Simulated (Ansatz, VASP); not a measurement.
Mo: VASP beside Ansatz

```xyz
1
Lattice="0.0000 1.9827 1.9827 1.9827 0.0000 1.9827 1.9827 1.9827 0.0000" Properties=species:S:1:pos:R:3 pbc="T T T"
Mo    0.0000    0.0000    0.0000
```

Alike in both runs: task relaxation of cell and atoms; functional PBE; k mesh 14 × 14 × 14; occupations fermi-dirac, width 0.1 eV; no spin polarisation.

|  | VASP | Ansatz |
| --- | --- | --- |
| version | VASP 6.6.1 | Ansatz 0.2.0 |
| potentials or method | VASP PAW PBE potentials, release 64 (Mo_sv), cutoff 600 eV | plane waves (420 eV) with PAW, scalar-relativistic |
| valence electrons in the cell | 14 | 14 |

|  | VASP | Ansatz | Ansatz less VASP |
| --- | --- | --- | --- |
| relaxed volume (Å³/atom) | 16.06 | 16.04 | -0.023 |
| relaxed cell length with the largest relative difference (Å) | 2.832 | 2.831 | -0.0014 |
